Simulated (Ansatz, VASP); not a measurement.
# One calculation of Si, two programs

```
CELL_PARAMETERS angstrom
-2.87780 3.54413 2.00133
2.97379 -3.41671 1.94698
2.96114 3.50005 -1.78092
ATOMIC_POSITIONS crystal
Si 0.19215 0.21454 0.34874
Si 0.86317 0.79486 0.62934
Si 0.12388 0.79737 0.99106
Si 0.82080 0.19322 0.03086
```

Change from the starting cell: all atoms moved at random (sigma 0.15 Å a component), cell strained at random (sigma 0.05).

Alike in both runs: task single point; functional LDA; k mesh 10 × 10 × 10; occupations gaussian, width 0.03 eV; no spin polarisation.

```csv
,VASP,Ansatz
version,VASP 6.6.1,Ansatz 0.2.0
potentials or method,"VASP PAW LDA potentials, release 64 (Si), cutoff 520 eV","scalar-relativistic, plane waves, PAW"
valence electrons in the cell,16,16
```

|  | VASP | Ansatz | Ansatz less VASP |
| --- | --- | --- | --- |
| gap on the k mesh at the Fermi level (eV) | none | none | - |
| pressure (GPa) | 1.3 | 1.3 | -0.04 |
| traceless stress, the component that is largest in VASP (GPa) | 9.95 | 9.90 | -0.049 |
| rms of the force components (eV/Å) | 1.549 | 1.545 | -0.0036 |

LDA's correlation is that of Perdew and Zunger in VASP and of Perdew and Wang (1992) in Ansatz. Atom by atom the forces differ by 0.004 eV/Å (rms over components). A gap of «none» marks a metal or a gap that the smearing closes.
